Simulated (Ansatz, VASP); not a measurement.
# YN in VASP and in Ansatz

```
CELL_PARAMETERS angstrom
0.00000 2.44380 2.48979
2.44380 0.00000 2.48979
2.44380 2.44380 0.00000
ATOMIC_POSITIONS crystal
Y 0.00000 0.00000 0.00000
N 0.50000 0.50000 0.50000
```

Change from the starting cell: strained cell.

Alike in both runs: task relaxation of the atoms; functional PBE; k mesh 10 × 10 × 10; occupations gaussian, width 0.01 eV; no spin polarisation.

```csv
,VASP,Ansatz
version,VASP 6.6.1,Ansatz 0.2.0
potentials or method,"VASP PAW PBE potentials, release 64 (Y_sv, N), cutoff 520 eV","scalar-relativistic, plane waves, PAW"
valence electrons in the cell,16,16
```

|  | VASP | Ansatz | Ansatz less VASP |
| --- | --- | --- | --- |
| gap on the k mesh at the Fermi level, each at its own relaxed structure (eV) | 0.18 | 0.18 | +0.003 |

Ansatz's warnings: stress scf threshold loose.

Noted on VASP's run: the relaxation stopped at its first step, so nothing moved.
